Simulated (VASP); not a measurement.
# SiC (an interface model) in VASP: single point with PBEsol

Aim: the single point of SiC (an interface model) with PBEsol.

Program: VASP 6.6.1. These are calculated values, not measurements. Logs are shortened: lines on timing, memory, paths and dates and some standing lists are left out, and cuts for length are marked.

### Step 1. The cell of the first run

The cell holds layers of an interface, 24 atoms: a = 3.081 Å, b = 7.546 Å, c = 10.906 Å, α = 90.00°, β = 90.00°, γ = 90.00°.

### Step 2. Single point, PBEsol

INCAR

```
SYSTEM = SiC
PREC     = Accurate       ! precision mode
ENCUT    = 520            ! plane-wave cutoff, eV
EDIFF    = 1E-6           ! SCF threshold, eV
ISMEAR   = 0              ! smearing method
SIGMA    = 0.05           ! smearing width, eV
LREAL    = Auto         
LASPH    = .TRUE.         ! aspherical terms in the spheres
NELM     = 60             ! most SCF steps
ALGO     = Normal         ! electronic algorithm
ISIF     = 2              ! what is computed and relaxed
LWAVE    = .FALSE.        ! write WAVECAR
LCHARG   = .FALSE.        ! write CHGCAR
GGA      = PS             ! functional
NBANDS   = 66             ! bands
```

KPOINTS

```
Automatic mesh
0
G
  10 4 3
  0 0 0
```

POSCAR

```
SiC
1.0
    3.0807515556      0.0000000000      0.0000000000
    0.0000000000      7.5462693354      0.0000000000
    0.0000000000      0.0000000000     10.9061924896
Si C
12 12
Direct
    0.0000000000     -0.0154093649      0.0155868201
    0.0000000000      0.3113802810      0.3416068538
    0.0000000000      0.6446572994      0.1598775152
    0.5000000000     -0.0224003187      0.2613617341
    1.0000000000      0.7782568565      0.5187383471
    0.5000000000      0.3106001026      0.0986107576
    0.5000000000      0.6384098101      0.3979283196
    0.5000000000      0.7720093673      0.7567891515
    0.5000000000      0.1052863857      0.5750598129
    0.5000000000      0.4320760316      0.9010798466
    0.0000000000      0.1060665641      0.8180559091
    0.0000000000      0.4390669854      0.6553049326
    0.5000000000      0.7297478134      0.2397705931
    0.5000000000      0.0619708843      0.1002061320
    0.5000000000      0.3937410148      0.4263819947
    0.0000000000      0.0602597046      0.3465822441
    0.0000000000      0.3960503080      0.1794981385
    1.0000000000      0.0229256518      0.4902846720
    1.0000000000      0.3546957824      0.8164605346
    0.0000000000      0.6869188533      0.6768960735
    0.5000000000      0.0206163587      0.7371685281
    1.0000000000      0.7328281372     -0.0046314120
    0.5000000000      0.3564069620      0.5700844226
    0.5000000000      0.6838385295      0.9212980787
```

Potentials or basis: VASP PAW PBE potentials, release 64 (Si, C).

Command:

```
cat potpaw_PBE.64/Si/POTCAR potpaw_PBE.64/C/POTCAR > POTCAR
mpirun -np 1 vasp_std > vasp.out
```

OUTCAR:

```text
SYSTEM = SiC
   PREC = Accurate
   ENCUT = 520
   EDIFF = 1E-6
   ISMEAR = 0
   LREAL = Auto
   LASPH = .TRUE.
   NELM = 60
   ISIF = 2
   GGA = PS

 ion  position               nearest neighbor table
   1  0.000  0.985  0.016-  14 1.89  14 1.89  22 1.91  11 2.34   3 3.01   6 3.04   6 3.04   4 3.09
                             4 3.09
   2  0.000  0.311  0.342-  17 1.88  16 1.90  15 1.90  15 1.90   7 2.97   7 2.97   6 3.07   6 3.07
                             4 3.08   4 3.08
   3  0.000  0.645  0.160-  13 1.88  13 1.88  17 1.89  22 1.91   1 3.01   7 3.02   7 3.02   6 3.03
                             6 3.03   4 3.15   4 3.15
   4  0.500  0.978  0.261-  14 1.87  13 1.89  16 1.90  16 1.90   7 2.96   6 3.08   2 3.08   2 3.08
                             1 3.09   1 3.09   3 3.15   3 3.15
   5  0.000  0.778  0.519-  20 1.86  18 1.87   7 2.29   7 2.29  12 2.96   9 2.97   9 2.97   8 3.02
                             8 3.02
   6  0.500  0.311  0.099-  14 1.88  17 1.89  17 1.89  10 2.34   3 3.03   3 3.03   1 3.04   1 3.04
                             2 3.07   2 3.07   4 3.08
   7  0.500  0.638  0.398-  13 1.86  15 1.87   5 2.29   5 2.29   4 2.96   2 2.97   2 2.97   3 3.02
                             3 3.02
   8  0.500  0.772  0.757-  20 1.88  20 1.88  21 1.89  24 1.91  10 3.01   5 3.02   5 3.02  11 3.03
                            11 3.03  12 3.15  12 3.15
   9  0.500  0.105  0.575-  21 1.88  23 1.90  18 1.90  18 1.90   5 2.97   5 2.97  11 3.07  11 3.07
                            12 3.08  12 3.08
  10  0.500  0.432  0.901-  19 1.89  19 1.89  24 1.91   6 2.34   8 3.01  11 3.04  11 3.04  12 3.09
                            12 3.09
  11  0.000  0.106  0.818-  19 1.88  21 1.89  21 1.89   1 2.34   8 3.03   8 3.03  10 3.04  10 3.04
                             9 3.07   9 3.07  12 3.08
  12  0.000  0.439  0.655-  19 1.87  20 1.89  23 1.90  23 1.90   5 2.96  11 3.08   9 3.08   9 3.08
                            10 3.09  10 3.09   8 3.15   8 3.15
  13  0.500  0.730  0.240-   7 1.86   3 1.88   3 1.88   4 1.89
  14  0.500  0.062  0.100-   4 1.87   6 1.88   1 1.89   1 1.89
  15  0.500  0.394  0.426-  23 1.59   7 1.87   2 1.90   2 1.90
  16  0.000  0.060  0.347-  18 1.59   2 1.90   4 1.90   4 1.90
  17  0.000  0.396  0.179-   2 1.88   3 1.89   6 1.89   6 1.89
  18  0.000  0.023  0.490-  16 1.59   5 1.87   9 1.90   9 1.90
  19  0.000  0.355  0.816-  12 1.87  11 1.88  10 1.89  10 1.89
  20  0.000  0.687  0.677-   5 1.86   8 1.88   8 1.88  12 1.89
  21  0.500  0.021  0.737-   9 1.88   8 1.89  11 1.89  11 1.89
  22  0.000  0.733  0.995-  24 1.78  24 1.78   1 1.91   3 1.91
  23  0.500  0.356  0.570-  15 1.59   9 1.90  12 1.90  12 1.90
  24  0.500  0.684  0.921-  22 1.78  22 1.78  10 1.91   8 1.91

  LATTYP: Found a simple orthorhombic cell.
 ALAT       =     3.0807515556
 B/A-ratio  =     2.4494897427
 C/A-ratio  =     3.5401077603

  Lattice vectors:

 A1 = (   3.0807515556,   0.0000000000,   0.0000000000)
 A2 = (   0.0000000000,   7.5462693354,   0.0000000000)
 A3 = (   0.0000000000,   0.0000000000,  10.9061924896)

Analysis of symmetry for initial positions (statically):
=====================================================================
 Subroutine PRICEL returns:
 Original cell was already a primitive cell.

 Routine SETGRP: Setting up the symmetry group for a
 simple orthorhombic supercell.

 Subroutine GETGRP returns: Found  4 space group operations
 (whereof  2 operations were pure point group operations)
 out of a pool of  8 trial point group operations.

The static configuration has the point symmetry C_1h.
 The point group associated with its full space group is C_2h.

Analysis of symmetry for dynamics (positions and initial velocities):
=====================================================================
 Subroutine PRICEL returns:
 Original cell was already a primitive cell.

 Routine SETGRP: Setting up the symmetry group for a
 simple orthorhombic supercell.

 Subroutine GETGRP returns: Found  4 space group operations
 (whereof  2 operations were pure point group operations)
 out of a pool of  8 trial point group operations.

The dynamic configuration has the point symmetry C_1h.
 The point group associated with its full space group is C_2h.

 Subroutine INISYM returns: Found  4 space group operations
 (whereof  2 operations are pure point group operations),
 and found     1 'primitive' translations

----------------------------------------------------------------------------------------

                                     Primitive cell

  volume of cell :     253.5491

  direct lattice vectors                    reciprocal lattice vectors
     3.080751556  0.000000000  0.000000000     0.324596119  0.000000000  0.000000000
[... 71 lines left out ...]
     0.000000000  0.033128953  0.000000000     0.000000000  0.250000000  0.000000000
     0.000000000  0.000000000  0.030563676     0.000000000  0.000000000  0.333333333

  Length of vectors
     0.032459612  0.033128953  0.030563676

  Shift w.r.t. Gamma in fractional coordinates (k-lattice)
     0.000000000  0.000000000  0.000000000

 Subroutine IBZKPT returns following result:
 ===========================================

 Found     42 irreducible k-points:

 Following reciprocal coordinates:
            Coordinates               Weight
  0.000000  0.000000  0.000000      1.000000
  0.100000  0.000000  0.000000      2.000000
  0.200000  0.000000  0.000000      2.000000
  0.300000  0.000000  0.000000      2.000000
  0.400000  0.000000  0.000000      2.000000
  0.500000  0.000000  0.000000      1.000000
[... 16 lines left out ...]
  0.400000  0.000000  0.333333      4.000000
  0.500000  0.000000  0.333333      2.000000
 [... further k-points ...]
   k-points           NKPTS =     42   k-points in BZ     NKDIM =     42   number of bands    NBANDS=     66
   number of dos      NEDOS =    301   number of ions     NIONS =     24
   total plane-waves  NPLWV = 112896
   dimension x,y,z NGX =    24 NGY =   56 NGZ =   84
   dimension x,y,z NGXF=    48 NGYF=  112 NGZF=  168
   ions per type =              12  12
   NGX,Y,Z   is equivalent  to a cutoff of  12.95, 12.34, 12.80 a.u.
   NGXF,Y,Z  is equivalent  to a cutoff of  25.90, 24.67, 25.61 a.u.
 SYSTEM =  SiC
   PREC   = accura    normal or accurate (medium, high low for compatibility)
   ISTART =      0    job   : 0-new  1-cont  2-samecut
   ICHARG =      2    charge: 1-file 2-atom 10-const
   ISPIN  =      1    spin polarized calculation?
   LNONCOLLINEAR =      F non collinear calculations
   LSORBIT =      F    spin-orbit coupling
   LASPH  =      T    aspherical Exc in radial PAW
   ENCUT  =  520.0 eV  38.22 Ry    6.18 a.u.   5.73 14.03 20.28*2*pi/ulx,y,z
   NELM   =     60;   NELMIN=  2; NELMDL= -5     # of ELM steps
   EDIFF  = 0.1E-05   stopping-criterion for ELM
   LREAL  =      T    real-space projection
   EDIFFG = 0.1E-04   stopping-criterion for IOM
   NSW    =      0    number of steps for IOM
   IBRION =     -1    ionic relax: 0-MD 1-quasi-New 2-CG
   NFREE  =      0    steps in history (QN), initial steepest desc. (CG)
   ISIF   =      2    stress and relaxation
   ISYM   =      2    0-nonsym 1-usesym 2-fastsym
   POTIM  = 0.5000    time-step for ionic-motion
   TEBEG  =    0.0;   TEEND  =   0.0 temperature during run
   PSTRESS=    0.0 pullay stress
   NELECT =      96.0000    total number of electrons
   NUPDOWN=      -1.0000    fix difference up-down
   EMIN   =  10.00;   EMAX   =-10.00  energy-range for DOS
   EFERMI =   0.00;   METHOD = LEGACY
   ISMEAR =     0;   SIGMA  =   0.05  broadening in eV -4-tet -1-fermi 0-gaus
   EFERMI_NEDOS =   21; number of points for ismear=-14 and -15
   IALGO  =     38    algorithm
   IMIX   =      4    mixing-type and parameters
     AMIX     =   0.40;   BMIX     =  1.00
     AMIX_MAG =   1.60;   BMIX_MAG =  1.00
  volume/ion in A,a.u.               =      10.56        71.29
  Fermi-wavevector in a.u.,A,eV,Ry     =   1.184344  2.238086 19.084494  1.402671
  Thomas-Fermi vector in A             =   2.320560
   LORBIT       =      0    0 simple, 1 ext, 2 COOP (PROOUT), +10 PAW based schemes
   GGA     = PS    functional components
   LHFCALC =     F    Hartree Fock is set to
   AEXX    =    0.0000 exact exchange contribution
   IVDW    =     0    specifies the selected vdW correction
   LEPSILON=     F    determine dielectric tensor
   LRPA    =     F    only Hartree local field effects (RPA)
 non-spin polarized calculation
 Gauss-broadening in eV      SIGMA  =   0.05
  energy-cutoff  :      520.00
  volume of cell :      253.55
 maximum number of plane-waves:      6876
   NGX = 11   NGY = 29   NGZ = 41

 number of electron      95.9999996 magnetization

 Free energy of the ion-electron system (eV)
  ---------------------------------------------------
  ext. energy  EPLUGINS =         0.00000000
  ---------------------------------------------------
  free energy    TOTEN  =      -184.16386396 eV

  energy without entropy =     -184.15946948  energy(sigma->0) =     -184.16166672

 E-fermi :   9.7870     XC(G=0): -11.4358

 val. band max:        9.7801457830   @ k =   0.1000   0.5000   0.0000
 cond. band min:       9.8174163162   @ k =   0.4000   0.0000   0.0000
 fundamental gap:      0.0372705332
 Fermi energy:         9.7870121702

 k-point     1 :       0.0000    0.0000    0.0000
  band No.  band energies     occupation
      1      -7.7698      2.00000
      2      -6.8009      2.00000
      3      -6.6055      2.00000
      4      -6.0263      2.00000
      5      -5.3034      2.00000
      6      -5.0913      2.00000
[... 1501 lines left out ...]
     59      13.0143      0.00000
     60      13.0143      0.00000

 [... further k-points ...]

 [bands above 60 left out]

------------------------ aborting loop because EDIFF is reached ----------------------------------------

  FORCE on cell =-STRESS in cart. coord.  units (eV):
  Direction    XX          YY          ZZ          XY          YZ          ZX
  --------------------------------------------------------------------------------------
  -------------------------------------------------------------------------------------
  Total       -2.8513379      5.4212807      0.4879025      0.0000000     -2.7254488      0.0000000
  in kB      -18.0176081     34.2570799      3.0830567      0.0000000    -17.2221145      0.0000000
  external PRESSURE =       6.4408428 kB  Pullay stress =       0.0000000 kB

 VOLUME and BASIS-vectors are now :
 -----------------------------------------------------------------------------
  energy-cutoff  :      520.00
  volume of cell :      253.55
      direct lattice vectors                 reciprocal lattice vectors
     3.080751556  0.000000000  0.000000000     0.324596119  0.000000000  0.000000000
     0.000000000  7.546269335  0.000000000     0.000000000  0.132515811  0.000000000
     0.000000000  0.000000000 10.906192490     0.000000000  0.000000000  0.091691028

 POSITION                                       TOTAL-FORCE (eV/Angst)
 -----------------------------------------------------------------------------------
      0.00000      7.42999      0.16999         0.000000      0.002385     -0.002497
      0.00000      2.34976      3.72563         0.000000      0.003925     -0.007912
      0.00000      4.86476      1.74365         0.000000     -0.000317      0.001448
      1.54038      7.37723      2.85046         0.000000      0.000152     -0.001926
      0.00000      5.87294      5.65746         0.000000     -0.000265      0.002059
      1.54038      2.34387      1.07547         0.000000      0.000604     -0.002513
[... 16 lines left out ...]
      1.54038      2.68954      6.21745         0.000000      0.003677      0.011146
      1.54038      5.16043     10.04785         0.000000      0.008812      0.009122
 -----------------------------------------------------------------------------------
    total drift:                                0.000000     -0.000004      0.000001

  FREE ENERGIE OF THE ION-ELECTRON SYSTEM (eV)
  ---------------------------------------------------
  free  energy   TOTEN  =      -184.1638639566 eV

  energy  without entropy=     -184.1594694829  energy(sigma->0) =     -184.16166672
```

Run time: 20 min. Hardware: 1 thread of Oxide Virtual Turin-like, shared host; peak memory 0.53 GiB.

What came out:

```
Free energy            : -184.1639 eV
Pressure               : 0.6 GPa
Largest force          : 0.013 eV/Å
Band gap on the k mesh : zero (band 48 reaches 10.22 eV, above the bottom of band 49 at 9.56 eV)
```

Forces in eV/Å, atoms in the order of the input:
```
Si   0.000  0.002 -0.002
Si   0.000  0.004 -0.008
Si   0.000  0.000  0.001
Si   0.000  0.000 -0.002
Si   0.000  0.000  0.002
Si   0.000  0.001 -0.003
Si   0.000  0.000 -0.002
Si   0.000  0.000 -0.001
Si   0.000 -0.004  0.008
Si   0.000 -0.002  0.002
Si   0.000 -0.001  0.003
Si   0.000  0.000  0.002
C    0.000  0.006  0.004
C    0.000 -0.002 -0.011
C    0.000 -0.004 -0.009
C    0.000 -0.004 -0.011
C    0.000  0.001  0.007
C    0.000  0.004  0.009
C    0.000  0.002  0.011
C    0.000 -0.006 -0.004
C    0.000 -0.001 -0.007
C    0.000 -0.009 -0.009
C    0.000  0.004  0.011
C    0.000  0.009  0.009
```

Stress tensor (GPa, compression positive):
```
-1.80  0.00  0.00
 0.00  3.43 -1.72
 0.00 -1.72  0.31
```

Caveat: the PAW data sets were made with another functional, which shifts forces and pressure a little.
